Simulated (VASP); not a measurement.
# Fe (Im-3m) in VASP: notebook, part 2 of 2

VASP 6.6.1. The steps go on from the part before.

**3. Single point, PBE, collinear spin, ferromagnetic start**

INCAR

```
PREC = Accurate ; ENCUT = 520
EDIFF = 1E-6 ; ISMEAR = -1
SIGMA = 0.1 ; LREAL = F
LASPH = T ; NELM = 150
ALGO = Normal ; ISIF = 2
LWAVE = F ; LCHARG = F
ISPIN = 2 ; MAGMOM = 2.5
LORBIT = 11 ; LMAXMIX = 4
GGA = PE ; NBANDS = 14
```

KPOINTS

```
regular mesh
0
Gamma
  22 22 22
```

POSCAR

```
Fe
1.0
   -1.1929865226      1.1929865226      1.1929865226
    1.1929865226     -1.1929865226      1.1929865226
    1.1929865226      1.1929865226     -1.1929865226
Fe
1
Direct
    0.0000000000      0.0000000000      0.0000000000
```

Potentials or basis: VASP PAW PBE potentials, release 64 (Fe).

Run with:

```
$ cat potpaw_PBE.64/Fe/POTCAR > POTCAR
$ mpirun -np 1 vasp_std > vasp.out
```

OUTCAR:

```text
PREC = Accurate
   ENCUT = 520
   EDIFF = 1E-6
   ISMEAR = -1
   LREAL = F
   LASPH = T
   NELM = 150
   ISIF = 2
   ISPIN = 2
   LORBIT = 11
   GGA = PE

 ion  position               nearest neighbor table
   1  0.000  0.000  0.000-

  LATTYP: Found a body centered cubic cell.
 ALAT       =     2.3859730452

  Lattice vectors:

 A1 = (  -1.1929865226,   1.1929865226,   1.1929865226)
 A2 = (   1.1929865226,  -1.1929865226,   1.1929865226)
 A3 = (   1.1929865226,   1.1929865226,  -1.1929865226)

Analysis of symmetry for initial positions (statically):
=====================================================================
 Subroutine PRICEL returns:
 Original cell was already a primitive cell.

 Routine SETGRP: Setting up the symmetry group for a
 body centered cubic supercell.

 Subroutine GETGRP returns: Found 48 space group operations
 (whereof 48 operations were pure point group operations)
 out of a pool of 48 trial point group operations.

The static configuration has the point symmetry O_h .

Analysis of symmetry for dynamics (positions and initial velocities):
=====================================================================
 Subroutine PRICEL returns:
 Original cell was already a primitive cell.

[... 597 lines left out ...]
      9      42.8678      0.00000
     10      52.8349      0.00000
     11      52.8349      0.00000
     12      59.9395      0.00000
     13      59.9564      0.00000
     14      60.0057      0.00000
[... 379 lines left out ...]
      3       9.3612      1.00000
      4      11.8390      0.99995
      5      12.6544      0.85487
      6      13.6624      0.00025
      7      38.5944      0.00000
      8      40.4885      0.00000
      9      44.4904      0.00000
     10      50.3464      0.00000
     11      51.9562      0.00000
     12      56.1606      0.00000
     13      58.7276      0.00000
     14      61.0988      0.00000

 [... further k-points ...]
[... 5 lines left out ...]
  --------------------------------------------------------------------------------------
  -------------------------------------------------------------------------------------
  Total       13.6028753     13.6028753     13.6028753      0.0000000      0.0000000      0.0000000
  in kB     3209.0367839   3209.0367839   3209.0367839      0.0000000      0.0000000      0.0000000
  external PRESSURE =    3209.0367839 kB  Pullay stress =       0.0000000 kB

 VOLUME and BASIS-vectors are now :
 -----------------------------------------------------------------------------
  energy-cutoff  :      520.00
  volume of cell :        6.79
      direct lattice vectors                 reciprocal lattice vectors
    -1.192986523  1.192986523  1.192986523     0.000000000  0.419116218  0.419116218
     1.192986523 -1.192986523  1.192986523     0.419116218  0.000000000  0.419116218
     1.192986523  1.192986523 -1.192986523     0.419116218  0.419116218  0.000000000

 POSITION                                       TOTAL-FORCE (eV/Angst)
 -----------------------------------------------------------------------------------
      0.00000      0.00000      0.00000        -0.000000     -0.000000      0.000000
 -----------------------------------------------------------------------------------
    total drift:                                0.000000     -0.000000      0.000000

  FREE ENERGIE OF THE ION-ELECTRON SYSTEM (eV)
  ---------------------------------------------------
  free  energy   TOTEN  =        -5.4050929137 eV

  energy  without entropy=       -5.3573606879  energy(sigma->0) =       -5.38122680

 total charge

# of ion       s       p       d       tot
------------------------------------------
    1        0.785   1.151   7.047   8.983

 magnetization (x)

# of ion       s       p       d       tot
------------------------------------------
    1       -0.010  -0.035   0.895   0.850
```

OSZICAR:

```text
N       E                     dE             d eps       ncg     rms          rms(c)
DAV:   1     0.246785776436E+02    0.24679E+02   -0.38540E+03 20940   0.807E+02
DAV:   2    -0.508286237110E+01   -0.29761E+02   -0.27785E+02 20510   0.143E+02
DAV:   3    -0.577697395435E+01   -0.69411E+00   -0.68941E+00 23348   0.214E+01
DAV:   4    -0.577818827367E+01   -0.12143E-02   -0.12143E-02 21194   0.822E-01
DAV:   5    -0.577818993416E+01   -0.16605E-05   -0.16597E-05 23486   0.299E-02    0.255E+01
DAV:   6    -0.551323519529E+01    0.26495E+00   -0.20591E+00 24104   0.182E+01    0.986E+00
DAV:   7    -0.542220556790E+01    0.91030E-01   -0.15547E-01 22376   0.365E+00    0.584E+00
DAV:   8    -0.541337122373E+01    0.88343E-02   -0.39826E-03 23930   0.659E-01    0.193E+00
DAV:   9    -0.540497680087E+01    0.83944E-02   -0.36293E-03 23644   0.668E-01    0.467E-01
DAV:  10    -0.540505473960E+01   -0.77939E-04   -0.69900E-04 24832   0.291E-01    0.804E-02
DAV:  11    -0.540508664904E+01   -0.31909E-04   -0.24034E-05 22340   0.331E-02    0.374E-02
DAV:  12    -0.540509142594E+01   -0.47769E-05   -0.33908E-06 23768   0.208E-02    0.870E-03
DAV:  13    -0.540509282147E+01   -0.13955E-05   -0.25177E-07 12796   0.615E-03    0.352E-03
DAV:  14    -0.540509291373E+01   -0.92260E-07   -0.91946E-08 10672   0.267E-03
   1 F= -.54050929E+01 E0= -.53812268E+01  d E =-.477322E-01  mag=     0.8980
```

Run time: 72 s. Hardware: 1 thread of Intel Xeon 8259CL, shared host; peak memory 0.16 GiB.

Results:

| Item | Value |
| --- | --- |
| Free energy | -5.4051 eV |
| Pressure | 320.9 GPa |
| Net moment | 0.90 μB per cell |
| Site moments | Fe +0.85 μB |

Caveat: the cell stands under pressure.

**4. Single point, PBE, collinear spin, ferromagnetic start**

INCAR

```
SYSTEM = Fe
PREC = Accurate ; ENCUT = 520
EDIFF = 1E-6 ; ISMEAR = -1
SIGMA = 0.1 ; LREAL = .FALSE.
LASPH = .TRUE. ; NELM = 150
ALGO = Normal ; ISIF = 2
LWAVE = .FALSE. ; LCHARG = .FALSE.
ISPIN = 2 ; MAGMOM = 2.5
LORBIT = 11 ; LMAXMIX = 4
GGA = PE ; NBANDS = 14
```

KPOINTS

```
Automatic mesh
0
G
  22 22 22
  0 0 0
```

POSCAR

```
Fe
1.0
   -1.1932063236      1.1932063236      1.1932063236
    1.1932063236     -1.1932063236      1.1932063236
    1.1932063236      1.1932063236     -1.1932063236
Fe
1
Direct
    0.0000000000      0.0000000000      0.0000000000
```

Run with:

```
$ cat potpaw_PBE.64/Fe/POTCAR > POTCAR
$ mpirun -np 1 vasp_std > vasp.out
```

It took 61 s on 1 thread of Intel Xeon 8259CL, shared host; peak memory 0.16 GiB.

The run converged. Its results:

* Free energy: -5.4126 eV
* Pressure: 320.2 GPa
* Net moment: 0.90 μB per cell
* Site moments: Fe +0.85 μB

Levels at points of the mesh, in eV from the Fermi level:
Spin up:
| k point | band 2 | band 3 | band 4 | band 5 | band 6 | band 7 |
| --- | --- | --- | --- | --- | --- | --- |
| (0.00, 0.00, 0.00) | -3.59 | -3.59 | -3.59 | -0.76 | -0.76 | 30.06 |
| (0.50, 0.00, 0.00) | -6.01 | -0.56 | -0.19 | 1.10 | 2.27 | 13.83 |
| (0.50, 0.50, 0.50) | -9.14 | 1.65 | 1.65 | 1.65 | 14.86 | 14.86 |
Spin down:
```csv
k point,band 1,band 2,band 3,band 4,band 5,band 6,band 7,band 8
"(0.00, 0.00, 0.00)",-11.32,-2.92,-2.92,-2.92,0.60,0.60,30.03,30.03
"(0.50, 0.00, 0.00)",-8.07,-5.42,0.59,1.21,1.27,3.09,14.45,22.87
"(0.50, 0.50, 0.50)",-8.31,-8.31,2.45,2.45,2.45,15.01,15.01,15.01
```

Caveat: the cell stands under pressure.

**5. Single point, PBE, collinear spin, ferromagnetic start**

This run uses another cell than the first one, of 11.36 Å³/atom.

INCAR

```
SYSTEM = Fe
PREC     = Accurate       ! precision mode
ENCUT    = 520            ! plane-wave cutoff, eV
EDIFF    = 1E-6           ! SCF threshold, eV
ISMEAR   = -1             ! smearing method
SIGMA    = 0.1            ! smearing width, eV
LREAL    = .FALSE.        ! projectors in reciprocal space
LASPH    = .TRUE.         ! aspherical terms in the spheres
NELM     = 150            ! most SCF steps
ALGO     = Normal         ! electronic algorithm
ISIF     = 2              ! what is computed and relaxed
LWAVE    = .FALSE.        ! write WAVECAR
LCHARG   = .TRUE.         ! write CHGCAR
ISPIN    = 2              ! spin polarisation
MAGMOM   = 2.5            ! initial moments
LORBIT   = 11             ! projections on sites
LMAXMIX  = 4              ! l up to which the mixer works
GGA      = PE             ! functional
LELF     = .TRUE.         ! ELF
LVHAR    = .TRUE.       
NBANDS   = 14             ! bands
```

KPOINTS

```
regular mesh
0
G
  22 22 22
  0 0 0
```

POSCAR

```
Fe
1.0
   -1.4160170286      1.4160170286      1.4160170286
    1.4160170286     -1.4160170286      1.4160170286
    1.4160170286      1.4160170286     -1.4160170286
Fe
1
Direct
    0.0000000000      0.0000000000      0.0000000000
```

Potentials or basis: VASP PAW PBE potentials, release 64 (Fe).

Run with:

```
$ cat potpaw_PBE.64/Fe/POTCAR > POTCAR
$ mpirun -np 1 vasp_std > vasp.out
```

OUTCAR:

```text
SYSTEM = Fe
   PREC = Accurate
   ENCUT = 520
   EDIFF = 1E-6
   ISMEAR = -1
   LREAL = .FALSE.
   LASPH = .TRUE.
   NELM = 150
   ISIF = 2
   ISPIN = 2
   LORBIT = 11
   GGA = PE

 ion  position               nearest neighbor table
   1  0.000  0.000  0.000-

  LATTYP: Found a body centered cubic cell.
 ALAT       =     2.8320340572

  Lattice vectors:

 A1 = (  -1.4160170286,   1.4160170286,   1.4160170286)
 A2 = (   1.4160170286,  -1.4160170286,   1.4160170286)
 A3 = (   1.4160170286,   1.4160170286,  -1.4160170286)

Analysis of symmetry for initial positions (statically):
=====================================================================
 Subroutine PRICEL returns:
 Original cell was already a primitive cell.

 Routine SETGRP: Setting up the symmetry group for a
 body centered cubic supercell.

 Subroutine GETGRP returns: Found 48 space group operations
 (whereof 48 operations were pure point group operations)
 out of a pool of 48 trial point group operations.

The static configuration has the point symmetry O_h .

Analysis of symmetry for dynamics (positions and initial velocities):
=====================================================================
 Subroutine PRICEL returns:
 Original cell was already a primitive cell.

 Routine SETGRP: Setting up the symmetry group for a
 body centered cubic supercell.

 Subroutine GETGRP returns: Found 48 space group operations
 (whereof 48 operations were pure point group operations)
 out of a pool of 48 trial point group operations.

The dynamic configuration has the point symmetry O_h .

Analysis of structural, dynamic, and magnetic symmetry:
=====================================================================
 Subroutine PRICEL returns:
 Original cell was already a primitive cell.

 Routine SETGRP: Setting up the symmetry group for a
 body centered cubic supercell.

 Subroutine GETGRP returns: Found 48 space group operations
 (whereof 48 operations were pure point group operations)
 out of a pool of 48 trial point group operations.

The overall configuration has the point symmetry O_h .

 Subroutine INISYM returns: Found 48 space group operations
[... 151 lines left out ...]
 k-point     1 :       0.0000    0.0000    0.0000
  band No.  band energies     occupation
      1      -2.6079      1.00000
      2       3.5296      1.00000
      3       3.5296      1.00000
      4       3.5296      1.00000
      5       4.7388      0.99998
      6       4.7388      0.99998
      7      30.8509      0.00000
      8      30.8509      0.00000
      9      30.8509      0.00000
     10      35.9355      0.00000
     11      35.9355      0.00000
     12      38.2447      0.00000
     13      38.2447      0.00000
     14      38.2447      0.00000
[... 379 lines left out ...]
      3       3.3010      1.00000
      4       4.4050      1.00000
      5       4.4836      1.00000
      6       4.8254      0.99996
      7      24.8635      0.00000
      8      26.5662      0.00000
      9      30.5233      0.00000
     10      31.2139      0.00000
     11      34.8242      0.00000
     12      36.1933      0.00000
     13      40.1500      0.00000
     14      40.3100      0.00000

 [... further k-points ...]

 spin component 2

 k-point     1 :       0.0000    0.0000    0.0000
  band No.  band energies     occupation
      1      -2.4406      1.00000
      2       5.4271      0.98325
      3       5.4273      0.98322
      4       5.4273      0.98322
      5       7.4832      0.00000
      6       7.4833      0.00000
      7      30.6016      0.00000
      8      30.6016      0.00000
      9      30.6016      0.00000
     10      36.1361      0.00000
     11      36.1361      0.00000
     12      38.8950      0.00000
     13      38.8950      0.00000
     14      38.8950      0.00000
[... 379 lines left out ...]
      3       5.1426      0.99901
      4       6.3669      0.00484
      5       7.0968      0.00000
      6       7.5765      0.00000
      7      25.2661      0.00000
      8      26.8868      0.00000
      9      30.9840      0.00000
     10      31.4234      0.00000
     11      35.1497      0.00000
     12      36.7632      0.00000
     13      40.5455      0.00000
     14      40.6926      0.00000

 [... further k-points ...]
[... 5 lines left out ...]
  --------------------------------------------------------------------------------------
  -------------------------------------------------------------------------------------
  Total       -0.0270931     -0.0270931     -0.0270931      0.0000000      0.0000000     -0.0000000
  in kB       -3.8221119     -3.8221119     -3.8221119      0.0000000      0.0000000     -0.0000000
  external PRESSURE =      -3.8221119 kB  Pullay stress =       0.0000000 kB

 VOLUME and BASIS-vectors are now :
 -----------------------------------------------------------------------------
  energy-cutoff  :      520.00
  volume of cell :       11.36
      direct lattice vectors                 reciprocal lattice vectors
    -1.416017029  1.416017029  1.416017029     0.000000000  0.353103098  0.353103098
     1.416017029 -1.416017029  1.416017029     0.353103098  0.000000000  0.353103098
     1.416017029  1.416017029 -1.416017029     0.353103098  0.353103098  0.000000000

 POSITION                                       TOTAL-FORCE (eV/Angst)
 -----------------------------------------------------------------------------------
      0.00000      0.00000      0.00000        -0.000000      0.000000     -0.000000
 -----------------------------------------------------------------------------------
    total drift:                                0.000000      0.000000      0.000000

  FREE ENERGIE OF THE ION-ELECTRON SYSTEM (eV)
  ---------------------------------------------------
  free  energy   TOTEN  =        -8.2586435470 eV

  energy  without entropy=       -8.2271696180  energy(sigma->0) =       -8.24290658

 total charge

# of ion       s       p       d       tot
------------------------------------------
    1        0.487   0.541   6.240   7.269

 magnetization (x)

# of ion       s       p       d       tot
------------------------------------------
    1       -0.013  -0.055   2.246   2.178
```

stdout:

```text
POSCAR found type information on POSCAR Fe
 POSCAR found :  1 types and       1 ions
 scaLAPACK will be used
 LDA part: xc-table for (Slater+PW92), standard interpolation
 POSCAR, INCAR and KPOINTS ok, starting setup
 FFT: planning ... GRIDC
 FFT: planning ... GRID_SOFT
 FFT: planning ... GRID
 WAVECAR not read
 entering main loop
```

Wall time 1.7 min (1 thread of Intel Xeon 8259CL, shared host); peak memory 0.19 GiB.

What came out:

```yaml
Free_energy: -8.2586 eV
Pressure: -0.4 GPa
Net_moment: 2.18 μB per cell
Site_moments: Fe +2.18 μB
Valence_electrons_inside_the_program's_atomic_spheres: Fe 7.27
```

Levels at points of the mesh, in eV from the Fermi level:
Spin up:
| k point | band 2 | band 3 | band 4 | band 5 | band 6 | band 7 | band 8 | band 9 |
| --- | --- | --- | --- | --- | --- | --- | --- | --- |
| (0.00, 0.00, 0.00) | -2.30 | -2.30 | -2.30 | -1.10 | -1.10 | 25.02 | 25.02 | 25.02 |
| (0.50, 0.00, 0.00) | -3.39 | -1.03 | -0.91 | 0.39 | 0.51 | 7.35 | 18.36 | 20.22 |
| (0.50, 0.50, 0.50) | -4.85 | 0.12 | 0.12 | 0.12 | 9.93 | 9.93 | 9.93 | 15.64 |
Spin down:
| k point | band 1 | band 2 | band 3 | band 4 | band 5 | band 6 |
| --- | --- | --- | --- | --- | --- | --- |
| (0.00, 0.00, 0.00) | -8.27 | -0.41 | -0.41 | -0.41 | 1.65 | 1.65 |
| (0.50, 0.00, 0.00) | -3.65 | -1.69 | 0.62 | 1.50 | 1.90 | 2.59 |
| (0.50, 0.50, 0.50) | -3.04 | -3.04 | 2.29 | 2.29 | 2.29 | 10.20 |

**6. Summary**

```tsv
cell	gap on the mesh (eV)	pressure (GPa)	moment (μB)
a = 2.066 Å, angles 109.5°, 1 atom	none	320.9	0.90
a = 2.067 Å, angles 109.5°, 1 atom	none	320.2	0.90
a = 2.453 Å, angles 109.5°, 1 atom	none	-0.4	2.18
```

Alike in all rows: task single point; level PBE; potentials or basis VASP PAW PBE potentials, release 64 (Fe); spin collinear, ferromagnetic start; k mesh 22 × 22 × 22; cutoff (eV) 520; smearing fermi-dirac 0.1 eV.

Caveats: the cell stands under pressure (at least some runs).

Total energies depend on the potentials used, so only differences within one code and one set of settings carry meaning.
